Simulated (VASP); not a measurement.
# Ga (P6/mmm) in VASP: further runs

Ga is run at these levels: PBE; tasks: relaxation of cell and atoms, single point, relaxation of shape and atoms at fixed volume.

Program: VASP 6.6.1. These are calculated values, not measurements. Logs are shortened: lines on timing, memory, paths and dates and some standing lists are left out, and cuts for length are marked.

### 1 The cell of the first run

Symmetry: P6/mmm, No. 191, hexagonal system. Conventional cell: a = 2.895 Å, b = 2.895 Å, c = 2.722 Å, α = 90.00°, β = 90.00°, γ = 120.00°. Ga (site symmetry 6/mmm) has 8 Ga at 2.72 to 2.90 Å within 3.6 Å.

### 2 Relaxation of cell and atoms, PBE

File INCAR:

```
PREC = Accurate
ENCUT = 600
EDIFF = 1E-6
ISMEAR = -1
SIGMA = 0.05
LREAL = F
LASPH = T
NELM = 60
ALGO = Normal
ISIF = 3
LWAVE = F
LCHARG = F
GGA = PE
IBRION = 2
NSW = 60
EDIFFG = -0.005
```

File KPOINTS:

```
Automatic mesh
0
Gamma
  17 17 15
```

File POSCAR:

```
Ga
1.0
    2.8954060997      0.0000000000      0.0000000000
   -1.4477030498      2.5074952366      0.0000000000
    0.0000000000      0.0000000000      2.7216817337
Ga
1
Direct
    0.0000000000      0.0000000000      0.0000000000
```

Potentials or basis: VASP PAW PBE potentials, release 64 (Ga_d).

Launch:

```
> cat potpaw_PBE.64/Ga_d/POTCAR > POTCAR
> mpirun -np 1 vasp_std > vasp.out
```

OUTCAR:

```text
PREC = Accurate
   ENCUT = 600
   EDIFF = 1E-6
   ISMEAR = -1
   LREAL = F
   LASPH = T
   NELM = 60
   ISIF = 3
   GGA = PE
   IBRION = 2
   NSW = 60
   EDIFFG = -0.005

 ion  position               nearest neighbor table
   1  0.000  0.000  0.000-

  LATTYP: Found a hexagonal cell.
 ALAT       =     2.8954060997
 C/A-ratio  =     0.9400000000

  Lattice vectors:

 A1 = (   2.8954060997,   0.0000000000,   0.0000000000)
 A2 = (  -1.4477030498,   2.5074952366,   0.0000000000)
 A3 = (   0.0000000000,   0.0000000000,   2.7216817337)

Analysis of symmetry for initial positions (statically):
=====================================================================
 Subroutine PRICEL returns:
 Original cell was already a primitive cell.

 Routine SETGRP: Setting up the symmetry group for a
 hexagonal supercell.

 Subroutine GETGRP returns: Found 24 space group operations
 (whereof 24 operations were pure point group operations)
 out of a pool of 24 trial point group operations.

The static configuration has the point symmetry D_6h.

Analysis of symmetry for dynamics (positions and initial velocities):
=====================================================================
 Subroutine PRICEL returns:
 Original cell was already a primitive cell.

 Routine SETGRP: Setting up the symmetry group for a
 hexagonal supercell.

 Subroutine GETGRP returns: Found 24 space group operations
 (whereof 24 operations were pure point group operations)
 out of a pool of 24 trial point group operations.

The dynamic configuration has the point symmetry D_6h.

 Subroutine INISYM returns: Found 24 space group operations
 (whereof 24 operations are pure point group operations),
 and found     1 'primitive' translations

----------------------------------------------------------------------------------------

                                     Primitive cell

  volume of cell :      19.7600

  direct lattice vectors                    reciprocal lattice vectors
     2.895406100  0.000000000  0.000000000     0.345374695  0.199402173  0.000000000
    -1.447703050  2.507495237  0.000000000     0.000000000  0.398804347  0.000000000
     0.000000000  0.000000000  2.721681734     0.000000000  0.000000000  0.367419889

  length of vectors
     2.895406100  2.895406100  2.721681734     0.398804347  0.398804347  0.367419889

  position of ions in fractional coordinates (direct lattice)
     0.000000000  0.000000000  0.000000000

  ion indices of the primitive-cell ions
   primitive index   ion index
                 1           1

----------------------------------------------------------------------------------------

 KPOINTS: Automatic mesh

Automatic generation of k-mesh.
 Grid dimensions read from file:
 generate k-points for:   17   17   15

 Generating k-lattice:

  Cartesian coordinates                     Fractional coordinates (reciprocal lattice)
     0.020316159  0.011729540  0.000000000     0.058823529  0.000000000  0.000000000
     0.000000000  0.023459079  0.000000000     0.000000000  0.058823529  0.000000000
     0.000000000  0.000000000  0.024494659     0.000000000  0.000000000  0.066666667

  Length of vectors
     0.023459079  0.023459079  0.024494659

  Shift w.r.t. Gamma in fractional coordinates (k-lattice)
     0.000000000  0.000000000  0.000000000

 Subroutine IBZKPT returns following result:
 ===========================================

 Found    264 irreducible k-points:

 Following reciprocal coordinates:
            Coordinates               Weight
  0.000000  0.000000  0.000000      1.000000
  0.058824 -0.000000  0.000000      6.000000
  0.117647 -0.000000  0.000000      6.000000
  0.176471 -0.000000  0.000000      6.000000
  0.235294 -0.000000  0.000000      6.000000
  0.294118  0.000000  0.000000      6.000000
[... 16 lines left out ...]
  0.411765  0.117647  0.000000     12.000000
  0.176471  0.176471  0.000000      6.000000
 [... further k-points ...]
   k-points           NKPTS =    264   k-points in BZ     NKDIM =    264   number of bands    NBANDS=     10
   number of dos      NEDOS =    301   number of ions     NIONS =      1
   total plane-waves  NPLWV =  13824
   dimension x,y,z NGX =    24 NGY =   24 NGZ =   24
   dimension x,y,z NGXF=    48 NGYF=   48 NGZF=   48
   ions per type =               1
   NGX,Y,Z   is equivalent  to a cutoff of  13.78, 13.78, 14.66 a.u.
   NGXF,Y,Z  is equivalent  to a cutoff of  27.56, 27.56, 29.32 a.u.
 SYSTEM =  unknown system
   PREC   = accura    normal or accurate (medium, high low for compatibility)
   ISTART =      0    job   : 0-new  1-cont  2-samecut
   ICHARG =      2    charge: 1-file 2-atom 10-const
   ISPIN  =      1    spin polarized calculation?
   LNONCOLLINEAR =      F non collinear calculations
   LSORBIT =      F    spin-orbit coupling
   LASPH  =      T    aspherical Exc in radial PAW
   ENCUT  =  600.0 eV  44.10 Ry    6.64 a.u.   5.78  5.78  5.44*2*pi/ulx,y,z
   NELM   =     60;   NELMIN=  2; NELMDL= -5     # of ELM steps
   EDIFF  = 0.1E-05   stopping-criterion for ELM
   LREAL  =      F    real-space projection
   EDIFFG = -.5E-02   stopping-criterion for IOM
   NSW    =     60    number of steps for IOM
   IBRION =      2    ionic relax: 0-MD 1-quasi-New 2-CG
   NFREE  =      1    steps in history (QN), initial steepest desc. (CG)
   ISIF   =      3    stress and relaxation
   ISYM   =      2    0-nonsym 1-usesym 2-fastsym
   POTIM  = 0.5000    time-step for ionic-motion
   TEBEG  =    0.0;   TEEND  =   0.0 temperature during run
   PSTRESS=    0.0 pullay stress
   NELECT =      13.0000    total number of electrons
   NUPDOWN=      -1.0000    fix difference up-down
   EMIN   =  10.00;   EMAX   =-10.00  energy-range for DOS
   EFERMI =   0.00;   METHOD = LEGACY
   ISMEAR =    -1;   SIGMA  =   0.05  broadening in eV -4-tet -1-fermi 0-gaus
   EFERMI_NEDOS =   21; number of points for ismear=-14 and -15
   IALGO  =     38    algorithm
   IMIX   =      4    mixing-type and parameters
     AMIX     =   0.40;   BMIX     =  1.00
     AMIX_MAG =   1.60;   BMIX_MAG =  1.00
  volume/ion in A,a.u.               =      19.76       133.35
  Fermi-wavevector in a.u.,A,eV,Ry     =   1.423837  2.690662 27.583255  2.027312
  Thomas-Fermi vector in A             =   2.544392
   LORBIT       =      0    0 simple, 1 ext, 2 COOP (PROOUT), +10 PAW based schemes
   GGA     = PE    functional components
   LHFCALC =     F    Hartree Fock is set to
   AEXX    =    0.0000 exact exchange contribution
   IVDW    =     0    specifies the selected vdW correction
   LEPSILON=     F    determine dielectric tensor
   LRPA    =     F    only Hartree local field effects (RPA)
 conjugate gradient relaxation of ions
 non-spin polarized calculation
  energy-cutoff  :      600.00
  volume of cell :       19.76
 maximum number of plane-waves:       670
 NGX is ok and might be reduce to    24
   NGX = 11   NGY = 11   NGZ = 11

--------------------------------------- Ionic step        1  -------------------------------------------

 number of electron      12.9999995 magnetization

 Free energy of the ion-electron system (eV)
  ---------------------------------------------------
  ext. energy  EPLUGINS =         0.00000000
  ---------------------------------------------------
  free energy    TOTEN  =        -2.86460561 eV

  energy without entropy =       -2.86064625  energy(sigma->0) =       -2.86262593

------------------------ aborting loop because EDIFF is reached ----------------------------------------

  FORCE on cell =-STRESS in cart. coord.  units (eV):
  Direction    XX          YY          ZZ          XY          YZ          ZX
  --------------------------------------------------------------------------------------
  -------------------------------------------------------------------------------------
  Total       -0.1655314     -0.1655314      0.0110074     -0.0000000     -0.0000000      0.0000000
  in kB      -13.4215920    -13.4215920      0.8924973     -0.0000000     -0.0000000      0.0000000
  external PRESSURE =      -8.6502289 kB  Pullay stress =       0.0000000 kB
[... 195 lines left out ...]
  energy  without entropy=       -2.8633175850  energy(sigma->0) =       -2.86507079

--------------------------------------- Ionic step        7  -------------------------------------------

 number of electron      13.0000002 magnetization

 Free energy of the ion-electron system (eV)
  ---------------------------------------------------
  ext. energy  EPLUGINS =         0.00000000
  ---------------------------------------------------
  free energy    TOTEN  =        -2.86682449 eV

  energy without entropy =       -2.86331738  energy(sigma->0) =       -2.86507093

 E-fermi :   5.1531     XC(G=0): -10.8453

 val. band max:        5.1459783329   @ k =   0.3529   0.2941   0.3333
 cond. band min:       5.1607636489   @ k =   0.4118   0.0000   0.3333
 fundamental gap:      0.0147853160
 Fermi energy:         5.1530581586

 k-point     1 :       0.0000    0.0000    0.0000
  band No.  band energies     occupation
      1      -9.9579      2.00000
      2      -9.7162      2.00000
      3      -9.7162      2.00000
      4      -9.4659      2.00000
      5      -9.4659      2.00000
      6      -5.6538      2.00000
      7      13.5931      0.00000
      8      16.6648      0.00000
      9      16.6648      0.00000
     10      16.8663      0.00000
[... 287 lines left out ...]
 k-point    24 :       0.1765    0.1765    0.0000
  band No.  band energies     occupation
      1      -9.8688      2.00000
      2      -9.7571      2.00000
      3      -9.5605      2.00000
      4      -9.5469      2.00000
      5      -9.4935      2.00000
      6      -3.3029      2.00000
      7       7.9367      0.00000
      8       9.4430      0.00000
      9      15.9347      0.00000
     10      19.1554      0.00000

 [... further k-points ...]

------------------------ aborting loop because EDIFF is reached ----------------------------------------

  FORCE on cell =-STRESS in cart. coord.  units (eV):
  Direction    XX          YY          ZZ          XY          YZ          ZX
  --------------------------------------------------------------------------------------
  -------------------------------------------------------------------------------------
  Total        0.0020046      0.0020046      0.0001201      0.0000000      0.0000000     -0.0000000
  in kB        0.1658400      0.1658400      0.0099361      0.0000000      0.0000000     -0.0000000
  external PRESSURE =       0.1138721 kB  Pullay stress =       0.0000000 kB
[... 16 lines left out ...]
  FREE ENERGIE OF THE ION-ELECTRON SYSTEM (eV)
  ---------------------------------------------------
  free  energy   TOTEN  =        -2.8668244864 eV

  energy  without entropy=       -2.8633173785  energy(sigma->0) =       -2.86507093

 reached required accuracy - stopping structural energy minimisation
```

Run time: 2.5 min. Hardware: 1 thread of AMD EPYC 9R14 (Zen 4), shared host; peak memory 0.16 GiB.

Results:

| Property | Result |
| --- | --- |
| Free energy | -2.8668 eV |
| Relaxed volume | 19.37 Å³/atom |
| Relaxed cell | a = 2.858 Å, b = 2.858 Å, c = 2.738 Å, α = 90.00°, β = 90.00°, γ = 120.00° |
| Space group after relaxing (to 0.05 Å) | P6/mmm (No. 191) |
| Energy gained by relaxing | 2.2 meV/atom |
| Ionic steps | 7 |
| Pressure after relaxing | 0.0 GPa |

The path:
```tsv
step	energy change (eV)	largest force (eV/Å)	pressure (GPa)	volume (Å³)
1	0.0000	0.0000	-0.87	19.76
2	-0.0018	0.0000	-0.10	19.46
3	-0.0020	0.0000	0.24	19.31
4	-0.0022	0.0000	0.10	19.36
5	-0.0022	0.0000	0.02	19.37
6	-0.0022	0.0000	0.11	19.36
7	-0.0022	0.0000	0.01	19.37
```

Final structure:
```
Ga
1.0
     2.85805    0.00000    0.00000
    -1.42902    2.47514    0.00000
     0.00000    0.00000    2.73765
Ga
1
Direct
  0.00000 0.00000 0.00000
```

### 3 Single point, PBE (volume scaled by 0.95)

File INCAR:

```
PREC = Accurate ; ENCUT = 520
EDIFF = 1E-6 ; ISMEAR = -1
SIGMA = 0.05 ; LREAL = False
LASPH = True ; NELM = 80
ALGO = Normal ; ISIF = 2
LWAVE = False ; LCHARG = True
GGA = PE ; LELF = True
LVHAR = True ; NBANDS = 12
```

KPOINTS is that of step 2.

File POSCAR:

```
Ga
1.0
    2.8114625044      0.0000000000      0.0000000000
   -1.4057312522      2.4347979506      0.0000000000
    0.0000000000      0.0000000000      2.6893005975
Ga
1
Direct
    0.0000000000      0.0000000000      0.0000000000
```

Potentials or basis: VASP PAW PBE potentials, release 64 (Ga_d).

Launch:

```
> cat potpaw_PBE.64/Ga_d/POTCAR > POTCAR
> mpirun -np 1 vasp_std > vasp.out
```

It took 23 s on 1 thread of Intel Xeon Platinum 8488C (Sapphire Rapids), shared host; peak memory 0.18 GiB.

It converged, with:

```yaml
Free_energy: -2.8579 eV
Pressure: 2.9 GPa
```

Levels at points of the mesh, in eV from the Fermi level:
```csv
k point,band 2,band 3,band 4,band 5,band 6,band 7,band 8,band 9,band 10,band 11
"(0.00, 0.00, 0.00)",-14.89,-14.89,-14.61,-14.61,-11.15,8.82,12.04,12.04,12.11,16.50
```

Caveat: the cell differs from its parent crystal (volume scaled by 0.95).

### 4 Single point, PBE

This run uses another cell than the first one, of 19.38 Å³/atom, 0.981 times its volume.

File INCAR:

```
SYSTEM = Ga
PREC = Accurate
ENCUT = 520
EDIFF = 1E-7
ISMEAR = -1
SIGMA = 0.05
LREAL = .False.
LASPH = .True.
NELM = 60
ALGO = Normal
ISIF = 2
LWAVE = .False.
LCHARG = .True.
GGA = PE
LELF = .True.
LVHAR = .True.
NBANDS = 12
```

File KPOINTS:

```
Automatic mesh
0
Gamma
  17 17 15
  0 0 0
```

File POSCAR:

```
Ga
1.0
    2.8591648529      0.0000000000      0.0000000000
   -1.4295824264      2.4761093962      0.0000000000
    0.0000000000      0.0000000000      2.7371710735
Ga
1
Direct
    0.0000000000      0.0000000000      0.0000000000
```

Launch:

```
> cat potpaw_PBE.64/Ga_d/POTCAR > POTCAR
> mpirun -np 1 vasp_std > vasp.out
```

Wall time 27 s (1 thread of Intel Xeon Platinum 8488C (Sapphire Rapids), shared host); peak memory 0.17 GiB.

It converged, with:

| Item | Value |
| --- | --- |
| Free energy | -2.8669 eV |
| Pressure | 0.1 GPa |

Levels at points of the mesh, in eV from the Fermi level:
```
           k point  band 3  band 4  band 5  band 6  band 7  band 8  band 9  band 10
(0.00, 0.00, 0.00)  -14.87  -14.62  -14.62  -10.80    8.45   11.50   11.50    11.72
```

### 5 Relaxation of shape and atoms at fixed volume, PBE

This run uses another cell than the first one, of 7.75 Å³/atom, 0.392 times its volume.

File INCAR:

```
SYSTEM = Ga
  PREC = Accurate
  ENCUT = 600
  EDIFF = 1E-6
  ISMEAR = -1
  SIGMA = 0.05
  LREAL = .False.
  LASPH = .True.
  NELM = 60
  ALGO = Normal
  ISIF = 4
  LWAVE = .False.
  LCHARG = .False.
  GGA = PE
  IBRION = 2
  NSW = 50
  EDIFFG = -0.005
```

File KPOINTS:

```
regular mesh
0
Gamma
  17 17 15
  0 0 0
```

File POSCAR:

```
Ga
1.0
    2.1066506756      0.0000000000      0.0000000000
   -1.0533253378      1.8244130020      0.0000000000
    0.0000000000      0.0000000000      2.0167648904
Ga
1
Direct
    0.0000000000      0.0000000000      0.0000000000
```

Launch:

```
> cat potpaw_PBE.64/Ga_d/POTCAR > POTCAR
> mpirun -np 1 vasp_std > vasp.out
```

Run time: 76 s. Hardware: 1 thread of Intel Xeon Platinum 8488C (Sapphire Rapids), shared host; peak memory 0.14 GiB.

It converged, with:

```yaml
Free_energy: 3.4999 eV
Energy_gained_by_relaxing: 4.8 meV/atom
Ionic_steps: 16
Pressure_after_relaxing: 418.7 GPa
```

Stress tensor (GPa, compression positive):
```
418.68   0.00   0.00
  0.00 418.68   0.00
  0.00   0.00 418.82
```

Step by step:
```
step  energy change (eV)  largest force (eV/Å)  pressure (GPa)  volume (Å³)
   1              0.0000                0.0000          419.00         7.75
   2              0.0891                0.0000          422.34         7.75
   3             -0.0048                0.0000          418.74         7.75
   4             -0.0048                0.0000          418.69         7.75
   5             -0.0048                0.0000          418.73         7.75
   6             -0.0048                0.0000          418.73         7.75
   7             -0.0048                0.0000          418.73         7.75
   8             -0.0048                0.0000          418.73         7.75
   9             -0.0048                0.0000          418.73         7.75
  10             -0.0048                0.0000          418.73         7.75
  11             -0.0048                0.0000          418.73         7.75
  12             -0.0048                0.0000          418.73         7.75
  13             -0.0048                0.0000          418.73         7.75
  14             -0.0048                0.0000          418.73         7.75
  15             -0.0048                0.0000          418.73         7.75
  16             -0.0048                0.0000          418.73         7.75
```

Final structure:
```cif
data_structure
_symmetry_space_group_name_H-M 'P 1'
_symmetry_Int_Tables_number 1
_cell_length_a 2.0989
_cell_length_b 2.0989
_cell_length_c 2.0316
_cell_angle_alpha 90.000
_cell_angle_beta 90.000
_cell_angle_gamma 120.000
_cell_volume 7.75
loop_
_atom_site_label
_atom_site_type_symbol
_atom_site_fract_x
_atom_site_fract_y
_atom_site_fract_z
_atom_site_occupancy
Ga1 Ga 0.00000 0.00000 0.00000 1
```

Levels at points of the mesh, in eV from the Fermi level:
```
           k point  band 2  band 3  band 4  band 5  band 6  band 7  band 8  band 9  band 10
(0.00, 0.00, 0.00)  -19.65  -18.04  -18.04  -16.30  -16.30   14.64   20.56   21.14    24.56
```

### 6 The runs side by side

| task | cell | cutoff (eV) | gap on the mesh (eV) | pressure (GPa) |
| --- | --- | --- | --- | --- |
| relaxation of cell and atoms | relaxed from a = 2.895, b = 2.895, c = 2.722 Å, angles 90.0, 90.0, 120.0°, 1 atom | 600 | none | 0.0 |
| single point | a = 2.811, b = 2.811, c = 2.689 Å, angles 90.0, 90.0, 120.0°, 1 atom | 520 | none | 2.9 |
| single point | a = 2.859, b = 2.859, c = 2.737 Å, angles 90.0, 90.0, 120.0°, 1 atom | 520 | none | 0.1 |
| relaxation of shape and atoms at fixed volume | relaxed from a = 2.107, b = 2.107, c = 2.017 Å, angles 90.0, 90.0, 120.0°, 1 atom | 600 | none | 418.7 |

Alike in all rows: level PBE; potentials or basis VASP PAW PBE potentials, release 64 (Ga_d); no spin polarisation; k mesh 17 × 17 × 15; smearing fermi-dirac 0.05 eV.

Absolute energies hang on the potentials; compare differences alone.
